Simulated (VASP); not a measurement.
Set up this calculation in VASP 6.6.1, as the native input.

* Task: single point
* Functional: LDA
* Potentials or basis: VASP PAW LDA potentials, release 64 (Mn_pv, Se)
* Cutoff: 520 eV
* k mesh: 14 × 14 × 14
* Occupations: gaussian, width 0.1 eV
* Spin: collinear spin, ferromagnetic start
* Starting moments: [4.22, 0.11] μB
* Dipole correction: no
* Further INCAR settings: ALGO = Normal; EDIFF = 1e-06; NBANDS = 20

The structure of MnSe lies in POSCAR:

```
MnSe
1.0
    0.0000000000      2.5530479016      2.5530479016
    2.5530479016      0.0000000000      2.5530479016
    2.5530479016      2.5530479016      0.0000000000
Mn Se
1 1
Direct
    0.0000000000      0.0000000000      0.0000000000
    0.5000000000      0.5000000000      0.5000000000
```

The input as run:

INCAR

```
SYSTEM = MnSe
  ALGO = Normal
  EDIFF = 1E-6
  ENCUT = 520
  GGA = CA
  ISIF = 2
  ISMEAR = 0
  ISPIN = 2
  LASPH = .TRUE.
  LCHARG = .FALSE.
  LMAXMIX = 4
  LORBIT = 11
  LREAL = .FALSE.
  LWAVE = .FALSE.
  MAGMOM = 4.22 0.11
  NBANDS = 20
  NELM = 150
  PREC = Accurate
  SIGMA = 0.1
```

KPOINTS

```
k-points
0
G
  14 14 14
  0 0 0
```

Potentials or basis: VASP PAW LDA potentials, release 64 (Mn_pv, Se).

Launch:

```sh
$ cat potpaw_LDA.64/Mn_pv/POTCAR potpaw_LDA.64/Se/POTCAR > POTCAR
$ mpirun -np 1 vasp_std > vasp.out
```

It gave:

```
Pressure                                              : -0.5 GPa
Net moment                                            : 3.87 μB per cell
Site moments                                          : Mn +3.57; Se +0.06 μB
Valence electrons inside the program's atomic spheres : Mn 11.56; Se 3.93
```

Caveat: a cell with one magnetic atom can't hold antiferromagnetic order, which such compounds often take.

It took 62 s on 1 thread of Intel(R) Xeon(R) 6975P-C (Granite Rapids) (shared host), peak memory 0.22 GiB.
